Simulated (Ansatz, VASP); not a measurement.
**One calculation of CaSe, two programs**

File INCAR:

```
SYSTEM = CaSe
ALGO     = Normal         ! electronic algorithm
EDIFF    = 1E-6           ! SCF threshold, eV
ENCUT    = 520            ! plane-wave cutoff, eV
ISIF     = 2              ! what is computed and relaxed
ISMEAR   = 0              ! smearing method
LASPH    = .TRUE.         ! aspherical terms in the spheres
LCHARG   = .TRUE.         ! write CHGCAR
LELF     = .TRUE.         ! ELF
LREAL    = .FALSE.        ! projectors in reciprocal space
LVHAR    = .TRUE.       
LWAVE    = .FALSE.        ! write WAVECAR
NBANDS   = 15             ! bands
NELM     = 100            ! most SCF steps
PREC     = Accurate       ! precision mode
SIGMA    = 0.05           ! smearing width, eV
```

KPOINTS

```
k-points
0
G
  8 8 8
  0 0 0
```

Contents of POSCAR:

```
CaSe
1.0
    0.0000000000      2.9401137742      4.1573208767
    2.9401137742      0.0000000000      4.1573208767
    2.9401137742      2.9401137742      0.0000000000
Ca Se
1 1
Direct
    0.0000000000      0.0000000000      0.0000000000
    0.7500000000      0.7500000000      0.7500000000
```

Input for Ansatz:

```yaml
crystal:
  lattice:
    - [0.0, 2.9401137742, 4.1573208767]
    - [2.9401137742, 0.0, 4.1573208767]
    - [2.9401137742, 2.9401137742, 0.0]
  atoms:
    - { symbol: Ca, position: [0.0, 0.0, 0.0] }
    - { symbol: Se, position: [0.75, 0.75, 0.75] }
basis:
  ecutwfc: 420
kpoints:
  mp_grid: { grid: [8, 8, 8] }
hamiltonian:
  xc: lda
scf:
  occupations: { method: gaussian, width: 0.05 }
output:
  forces: true
  stress: true
  eigenvalues: true
```

Alike in both runs: task single point; functional LDA; k mesh 8 × 8 × 8; occupations gaussian, width 0.05 eV; no spin polarisation.

```csv
,VASP,Ansatz
version,VASP 6.6.1,Ansatz 0.2.0
potentials or method,"VASP PAW LDA potentials, release 64 (Ca_sv, Se), cutoff 520 eV","scalar-relativistic, plane waves, PAW"
valence electrons in the cell,16,26
```

```csv
,VASP,Ansatz,Ansatz less VASP
gap on the k mesh at the Fermi level (eV),1.41,1.40,-0.009
least direct gap on the mesh (eV),1.77,1.76,-0.012
pressure (GPa),-4.5,-4.6,-0.10
"traceless stress, the component that is largest in VASP (GPa)",-6.24,-6.30,-0.055
```

LDA's correlation is that of Perdew and Zunger in VASP and of Perdew and Wang (1992) in Ansatz. VASP's potentials hold 16 valence electrons a cell and Ansatz's 26, so a difference there can come from the potentials and not from the codes.
